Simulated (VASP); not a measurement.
LiZnF3, 5 atoms in the cell. The structure is cubic, space group Pm-3m (No. 221). The conventional cell has a = 3.636 Å, b = 3.636 Å, c = 3.636 Å, α = 90.00°, β = 90.00°, γ = 90.00°. Within 2.4 Å of Li (site symmetry m-3m) lie 6 F at 1.82 Å. Within 3.4 Å of Zn (site symmetry m-3m) lie 12 F at 2.57 Å and 8 Li at 3.15 Å. F (site symmetry 4/mmm) has 2 Li at 1.82 Å within 2.4 Å. 

- Program: VASP 6.6.1
- Task: single point
- Functional: PBE
- Potentials or basis: VASP PAW PBE potentials, release 64 (Li_sv, Zn, F)
- Cutoff: 520 eV
- k mesh: 8 × 8 × 8
- Occupations: gaussian, width 0.01 eV
- Spin: no spin polarisation
- Dipole correction: no
- Further INCAR settings: ALGO = Normal; EDIFF = 1e-06; NBANDS = 26

Potentials or basis: VASP PAW PBE potentials, release 64 (Li_sv, Zn, F).

Launch:

```sh
$ cat potpaw_PBE.64/Li_sv/POTCAR potpaw_PBE.64/Zn/POTCAR potpaw_PBE.64/F/POTCAR > POTCAR
$ mpirun -np 1 vasp_std > vasp.out
```

Hardware: 1 thread of Intel(R) Xeon(R) 6975P-C (Granite Rapids) (shared host).

**Question.** How long does it take, and how much memory?

**Answer.** Wall time 16 s on 1 thread of Intel(R) Xeon(R) 6975P-C (Granite Rapids), on a shared host, peak memory 0.18 GiB. Counts: scf iterations 13, k points 35.
